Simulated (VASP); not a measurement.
A run of VASP 6.6.1 is set up as follows.

The input INCAR:

```
ALGO     = Normal         # electronic algorithm
EDIFF    = 1E-6           # SCF threshold, eV
ENCUT    = 520            # plane-wave cutoff, eV
GGA      = PE             # functional
ISIF     = 2              # what is computed and relaxed
ISMEAR   = -1             # smearing method
LASPH    = T              # aspherical terms in the spheres
LCHARG   = F              # write CHGCAR
LREAL    = F              # projectors in reciprocal space
LWAVE    = F              # write WAVECAR
NBANDS   = 16             # bands
NELM     = 60             # most SCF steps
PREC     = Accurate       # precision mode
SIGMA    = 0.1            # smearing width, eV
```

KPOINTS

```
k-points
0
Gamma
  11 11 6
```

POSCAR

```
KPt
1.0
    3.0403363575      0.0000000000      0.0000000000
   -1.5201686853      2.6330087902      0.0000000000
    0.0000000000      0.0000000000      5.4159226196
K Pt
1 1
Direct
    0.3333333333      0.6666666667      0.5000000000
    0.0000000000      0.0000000000      0.0000000000
```

Potentials or basis: VASP PAW PBE potentials, release 64 (K_sv, Pt).

Run with:

```bash
$ cat potpaw_PBE.64/K_sv/POTCAR potpaw_PBE.64/Pt/POTCAR > POTCAR
$ mpirun -np 1 vasp_std > vasp.out
```

(1) What does it give for the pressure?

## Answers

(1) -1.7 GPa.
